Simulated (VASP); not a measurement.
# TaCN (P4/nmm) in VASP: single point with r2SCAN

Aim: the single point of TaCN with r2SCAN.

Program: VASP 6.6.1. These are calculated values, not measurements. Logs are shortened: lines on timing, memory, paths and dates and some standing lists are left out, and cuts for length are marked.

**1. The cell of the first run**

Symmetry: P4/nmm, No. 129, tetragonal system. Conventional cell: a = 3.023 Å, b = 3.023 Å, c = 6.978 Å, α = 90.00°, β = 90.00°, γ = 90.00°. C (site symmetry 4mm) has 1 N at 1.45 Å within 1.9 Å. Within 2.9 Å of Ta (site symmetry 4mm) lie 5 C at 2.19 Å and 4 N at 2.34 Å. N (site symmetry 4mm) has 1 C at 1.45 Å within 1.9 Å.

**2. Single point, r2SCAN**

File POSCAR:

```
TaCN
1.0
    3.0232629203      0.0000000000      0.0000000000
    0.0000000000      3.0232629203      0.0000000000
    0.0000000000      0.0000000000      6.9775621186
C Ta N
2 2 2
Direct
    0.0000000000      0.5000000000      0.8778606153
    0.5000000000      0.0000000000      0.1221393847
    0.0000000000      0.5000000000      0.1920807022
    0.5000000000      0.0000000000      0.8079192978
    0.0000000000      0.5000000000      0.6707560013
    0.5000000000      0.0000000000      0.3292439987
```

File INCAR.step1:

```
SYSTEM = TaCN
PREC = Accurate ; ENCUT = 660
ISMEAR = -1 ; SIGMA = 0.1
LREAL = .False. ; LASPH = .True.
NELM = 120 ; NBANDS = 31
GGA = PE ; ALGO = Normal
EDIFF = 1E-5 ; LWAVE = .True.
LCHARG = .False. ; GGA_COMPAT = .False.
```

File INCAR.step2:

```
SYSTEM = TaCN
PREC = Accurate ; ENCUT = 660
EDIFF = 1E-6 ; ISMEAR = -1
SIGMA = 0.1 ; LREAL = .False.
LASPH = .True. ; NELM = 120
ALGO = Normal ; ISIF = 2
LWAVE = .False. ; LCHARG = .False.
METAGGA = R2SCAN ; LMIXTAU = .True.
NBANDS = 31 ; ISTART = 1
GGA_COMPAT = .False.
```

File KPOINTS:

```
Automatic mesh
0
Gamma
  9 9 4
  0 0 0
```

Potentials or basis: VASP PAW PBE potentials, release 64 (C, Ta_sv_GW, N).

Command:

```console
> cat potpaw_PBE.64/C/POTCAR potpaw_PBE.64/Ta_sv_GW/POTCAR potpaw_PBE.64/N/POTCAR > POTCAR
> cp INCAR.step1 INCAR
> mpirun -np 1 vasp_std > vasp.out
> cp INCAR.step2 INCAR
> mpirun -np 1 vasp_std > vasp.out
```

OUTCAR:

```text
SYSTEM = TaCN
   PREC = Accurate
   ENCUT = 660
   EDIFF = 1E-6
   ISMEAR = -1
   LREAL = .False.
   LASPH = .True.
   NELM = 120
   ISIF = 2
   METAGGA = R2SCAN
   ISTART = 1

 ion  position               nearest neighbor table
   1  0.000  0.500  0.878-   5 1.45   3 2.19   4 2.19   4 2.19   4 2.19   4 2.19
   2  0.500  0.000  0.122-   6 1.45   4 2.19   3 2.19   3 2.19   3 2.19   3 2.19
   3  0.000  0.500  0.192-   1 2.19   2 2.19   2 2.19   2 2.19   2 2.19   6 2.34   6 2.34   6 2.34
                             6 2.34
   4  0.500  0.000  0.808-   2 2.19   1 2.19   1 2.19   1 2.19   1 2.19   5 2.34   5 2.34   5 2.34
                             5 2.34
   5  0.000  0.500  0.671-   1 1.45   4 2.34   4 2.34   4 2.34   4 2.34
   6  0.500  0.000  0.329-   2 1.45   3 2.34   3 2.34   3 2.34   3 2.34

  LATTYP: Found a simple tetragonal cell.
 ALAT       =     3.0232629203
 C/A-ratio  =     2.3079574296

  Lattice vectors:

 A1 = (   3.0232629203,   0.0000000000,   0.0000000000)
 A2 = (   0.0000000000,   3.0232629203,   0.0000000000)
 A3 = (   0.0000000000,   0.0000000000,   6.9775621186)

Analysis of symmetry for initial positions (statically):
=====================================================================
 Subroutine PRICEL returns:
 Original cell was already a primitive cell.

 Routine SETGRP: Setting up the symmetry group for a
 simple tetragonal supercell.

 Subroutine GETGRP returns: Found 16 space group operations
 (whereof  8 operations were pure point group operations)
 out of a pool of 16 trial point group operations.

The static configuration has the point symmetry D_2d.
 The point group associated with its full space group is D_4h.

Analysis of symmetry for dynamics (positions and initial velocities):
=====================================================================
 Subroutine PRICEL returns:
 Original cell was already a primitive cell.

 Routine SETGRP: Setting up the symmetry group for a
 simple tetragonal supercell.

 Subroutine GETGRP returns: Found 16 space group operations
 (whereof  8 operations were pure point group operations)
 out of a pool of 16 trial point group operations.

The dynamic configuration has the point symmetry D_2d.
 The point group associated with its full space group is D_4h.

 Subroutine INISYM returns: Found 16 space group operations
 (whereof  8 operations are pure point group operations),
 and found     1 'primitive' translations
[... 97 lines left out ...]
   ISPIN  =      1    spin polarized calculation?
   LNONCOLLINEAR =      F non collinear calculations
   LSORBIT =      F    spin-orbit coupling
   LASPH  =      T    aspherical Exc in radial PAW
   ENCUT  =  660.0 eV  48.51 Ry    6.96 a.u.   6.33  6.33 14.62*2*pi/ulx,y,z
   NELM   =    120;   NELMIN=  2; NELMDL=  0     # of ELM steps
   EDIFF  = 0.1E-05   stopping-criterion for ELM
   LREAL  =      F    real-space projection
   EDIFFG = 0.1E-04   stopping-criterion for IOM
   NSW    =      0    number of steps for IOM
   IBRION =     -1    ionic relax: 0-MD 1-quasi-New 2-CG
   NFREE  =      0    steps in history (QN), initial steepest desc. (CG)
   ISIF   =      2    stress and relaxation
   ISYM   =      2    0-nonsym 1-usesym 2-fastsym
   POTIM  = 0.5000    time-step for ionic-motion
   TEBEG  =    0.0;   TEEND  =   0.0 temperature during run
   PSTRESS=    0.0 pullay stress
   NELECT =      44.0000    total number of electrons
   NUPDOWN=      -1.0000    fix difference up-down
   EMIN   =  10.00;   EMAX   =-10.00  energy-range for DOS
   EFERMI =   0.00;   METHOD = LEGACY
   ISMEAR =    -1;   SIGMA  =   0.10  broadening in eV -4-tet -1-fermi 0-gaus
   EFERMI_NEDOS =   21; number of points for ismear=-14 and -15
   IALGO  =     38    algorithm
   IMIX   =      4    mixing-type and parameters
     AMIX     =   0.40;   BMIX     =  1.00
     AMIX_MAG =   1.60;   BMIX_MAG =  1.00
  volume/ion in A,a.u.               =      10.63        71.73
  Fermi-wavevector in a.u.,A,eV,Ry     =   1.446574  2.733628 28.471215  2.092575
  Thomas-Fermi vector in A             =   2.564627
   LORBIT       =      0    0 simple, 1 ext, 2 COOP (PROOUT), +10 PAW based schemes
   METAGGA = R2SCAN    functional components
   LHFCALC =     F    Hartree Fock is set to
   AEXX    =    0.0000 exact exchange contribution
   IVDW    =     0    specifies the selected vdW correction
   LEPSILON=     F    determine dielectric tensor
   LRPA    =     F    only Hartree local field effects (RPA)
 non-spin polarized calculation
  energy-cutoff  :      660.00
  volume of cell :       63.78
 maximum number of plane-waves:      2477
 NGX is ok and might be reduce to    28
   NGX = 13   NGY = 13   NGZ = 29

 number of electron      43.9999999 magnetization

 Free energy of the ion-electron system (eV)
  ---------------------------------------------------
  ext. energy  EPLUGINS =         0.00000000
  ---------------------------------------------------
  free energy    TOTEN  =      -139.13262770 eV

  energy without entropy =     -139.06750323  energy(sigma->0) =     -139.10006547

 E-fermi :   9.2441     XC(G=0): -13.2564

 val. band max:        9.2327360637   @ k =   0.1111   0.0000   0.5000
 cond. band min:       9.2979118039   @ k =   0.2222   0.0000   0.5000
 fundamental gap:      0.0651757402
 Fermi energy:         9.2441433813

 k-point     1 :       0.0000    0.0000    0.0000
  band No.  band energies     occupation
      1     -61.7587      2.00000
      2     -61.7478      2.00000
      3     -27.6006      2.00000
      4     -27.3890      2.00000
      5     -27.3890      2.00000
      6     -27.3828      2.00000
[... 805 lines left out ...]
     30      14.2422      0.00000
     31      17.0041      0.00000

 [... further k-points ...]
[... 5 lines left out ...]
  --------------------------------------------------------------------------------------
  -------------------------------------------------------------------------------------
  Total        0.0037810      0.0037810      0.2698674      0.0000000     -0.0000000      0.0000000
  in kB        0.0949870      0.0949870      6.7796217      0.0000000     -0.0000000      0.0000000
  external PRESSURE =       2.3231986 kB  Pullay stress =       0.0000000 kB

 VOLUME and BASIS-vectors are now :
 -----------------------------------------------------------------------------
  energy-cutoff  :      660.00
  volume of cell :       63.78
      direct lattice vectors                 reciprocal lattice vectors
     3.023262920  0.000000000  0.000000000     0.330768453  0.000000000  0.000000000
     0.000000000  3.023262920  0.000000000     0.000000000  0.330768453  0.000000000
     0.000000000  0.000000000  6.977562119     0.000000000  0.000000000  0.143316531

 POSITION                                       TOTAL-FORCE (eV/Angst)
 -----------------------------------------------------------------------------------
      0.00000      1.51163      6.12533         0.000000     -0.000000      0.131120
      1.51163      0.00000      0.85224         0.000000      0.000000     -0.131120
      0.00000      1.51163      1.34026         0.000000      0.000000      0.008740
      1.51163      0.00000      5.63731         0.000000     -0.000000     -0.008740
      0.00000      1.51163      4.68024         0.000000     -0.000000     -0.129897
      1.51163      0.00000      2.29732         0.000000     -0.000000      0.129897
 -----------------------------------------------------------------------------------
    total drift:                               -0.000000      0.000000      0.000000

  FREE ENERGIE OF THE ION-ELECTRON SYSTEM (eV)
  ---------------------------------------------------
  free  energy   TOTEN  =      -139.1326277034 eV

  energy  without entropy=     -139.0675032301  energy(sigma->0) =     -139.10006547
```

OUTCAR.step1:

```text
SYSTEM = TaCN
   PREC = Accurate
   ENCUT = 660
   ISMEAR = -1
   LREAL = .False.
   LASPH = .True.
   NELM = 120
[... 1056 lines left out ...]
      1.51163      0.00000      5.63731         0.000000      0.000000      0.008959
      0.00000      1.51163      4.68024        -0.000000      0.000000     -0.306387
      1.51163      0.00000      2.29732         0.000000      0.000000      0.306387
 -----------------------------------------------------------------------------------
    total drift:                                0.000000      0.000000      0.000000

  FREE ENERGIE OF THE ION-ELECTRON SYSTEM (eV)
  ---------------------------------------------------
  free  energy   TOTEN  =       -62.0253082895 eV

  energy  without entropy=      -61.9565524692  energy(sigma->0) =      -61.99093038
```

It took 7.3 min on 1 thread of Intel Xeon Platinum 8488C (Sapphire Rapids), shared host; peak memory 0.3 GiB.

What came out:

```
Free energy            : -139.1326 eV
Pressure               : 0.2 GPa
Largest force          : 0.131 eV/Å
Band gap on the k mesh : zero (bands 22 and 23 overlap by 1.17 eV)
```

Forces on the atoms (eV/Å):
```
C    0.000  0.000  0.131
C    0.000  0.000 -0.131
Ta   0.000  0.000  0.009
Ta   0.000  0.000 -0.009
N    0.000  0.000 -0.130
N    0.000  0.000  0.130
```

Levels at points of the mesh, in eV from the Fermi level:
| k point | band 20 | band 21 | band 22 | band 23 | band 24 | band 25 |
| --- | --- | --- | --- | --- | --- | --- |
| (0.00, 0.00, 0.00) | -3.05 | -2.66 | -2.66 | 0.50 | 0.50 | 1.67 |
| (0.00, 0.00, 0.50) | -3.23 | -2.47 | -2.47 | 0.36 | 0.36 | 1.57 |

Caveat: the PAW data sets were made with another functional, which shifts forces and pressure a little; spin-orbit coupling is left out, which moves the levels of the heavy elements.
